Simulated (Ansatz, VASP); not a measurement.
# BN: VASP beside Ansatz

```
N B
1.0
     2.47414    0.00000    0.00000
    -1.22986    2.14682    0.00000
    -0.62214   -1.07341    2.98169
N B
1 1
Direct
  0.66851 0.33238 0.98500
  0.97964 0.98350 0.00181
```

Alike in both runs: task single point; functional r2SCAN; k mesh 13 × 13 × 9; occupations fermi-dirac, width 0.05 eV; no spin polarisation.

|  | VASP | Ansatz |
| --- | --- | --- |
| version | VASP 6.6.1 | Ansatz 0.2.0 |
| potentials or method | VASP PAW PBE potentials, release 64 (N, B) | Ansatz PAW |
| plane-wave cutoff (eV) | 520 | 500 |
| valence electrons in the cell | 8 | 8 |

```tsv
	VASP	Ansatz	Ansatz less VASP
gap on the k mesh at the Fermi level (eV)	3.30	3.27	-0.025
least direct gap on the mesh (eV)	5.33	5.27	-0.061
pressure (GPa)	13.2	12.8	-0.44
traceless stress, the component that is largest in VASP (GPa)	10.21	9.84	-0.369
rms of the force components (eV/Å)	1.724	1.735	+0.0110
```

VASP's potentials were made for PBE, not for r2SCAN. Atom by atom the forces differ by 0.011 eV/Å (rms over components).

Noted on Ansatz's run: odd divisions of the mesh miss points on the zone boundary, where band edges often lie, so the gap on the mesh can be too wide.
